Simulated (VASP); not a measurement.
# AlN: single point with LDA

Crystal: AlN.

```xyz
4
Lattice="3.0887 0.0000 0.0000 -1.5444 2.6749 0.0000 0.0000 0.0000 4.9438" Properties=species:S:1:pos:R:3 pbc="T T T"
Al    0.0000    1.7661    0.0075
Al    1.5444    0.9088    2.4794
N     0.0000    1.7986    1.8958
N     1.5444    0.8763    4.3677
```

This cell differs from its parent crystal: mode 4 frozen in at +0.000 Å and mode 5 at -0.017 Å (largest displacements).

* Program: VASP 6.6.1
* Task: single point
* Functional: LDA
* Potentials or basis: VASP PAW LDA potentials, release 64 (Al, N)
* Cutoff: 520 eV
* k mesh: 9 × 9 × 6
* Occupations: gaussian, width 0.05 eV
* Spin: no spin polarisation
* Dipole correction: no
* Further INCAR settings: ALGO = Normal; EDIFF = 1e-06; NBANDS = 16

The pressure is 0.6 GPa, the largest force is 0.097 eV/Å and the band gap on the k mesh is 4.42 eV, direct.

Forces on the atoms (eV/Å):
```
Al   0.000  0.097  0.001
Al   0.000 -0.097  0.001
N    0.000 -0.045 -0.001
N    0.000  0.045 -0.001
```

Levels at points of the mesh, in eV from the valence-band top:
```tsv
k point	band 5	band 6	band 7	band 8	band 9	band 10	band 11	band 12
(0.00, 0.00, 0.00)	-0.88	-0.26	-0.20	0.00	4.42	6.73	10.65	11.03
(0.00, 0.00, 0.50)	-0.58	-0.58	-0.56	-0.56	6.60	6.60	10.32	10.32
```

Wall time 19 s on 1 thread of Intel(R) Xeon(R) Platinum 8559C (Emerald Rapids), on a shared host, peak memory 0.17 GiB.

Caveat: the cell differs from its parent crystal (mode 4 frozen in at +0.000 Å and mode 5 at -0.017 Å (largest displacements)). A k mesh can miss the band edges.
